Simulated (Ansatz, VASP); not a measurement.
# Two plane-wave programs on BeVN

```
V Be N
1.0
     2.76960    0.00000    0.00000
     0.00000    2.76960    0.00000
     0.00000    0.00000    7.01164
V Be N
2 2 2
Cartesian
  0.0000 1.3848 6.1345
  1.3848 0.0000 0.8772
  0.0000 1.3848 2.7064
  1.3848 0.0000 4.3052
  0.0000 1.3848 4.3864
  1.3848 0.0000 2.6252
```

Alike in both runs: functional r2SCAN; k mesh 9 × 9 × 4; occupations fermi-dirac, width 0.013 eV; no spin polarisation.

Ansatz relaxed the structure, and its values are those at the end. VASP's run is a single point on that final structure, the one shown.

```csv
,VASP,Ansatz
version,VASP 6.6.1,Ansatz 0.2.0
potentials or method,"VASP PAW PBE potentials, release 64 (V_sv, Be, N_h), cutoff 910 eV",PAW plane waves
valence electrons in the cell,40,40
```

VASP gave:

| Quantity | Value |
| --- | --- |
| rms of the force components (eV/Å) | 0.064 |

Task: What did Ansatz give for the same quantities?

Result: rms of the force components (eV/Å): 0.001.

VASP's potentials were made for PBE, not for r2SCAN. Ansatz's warnings: stress scf threshold loose.

Noted on VASP's run: the cutoff is short for stress, so the pressure is rough.
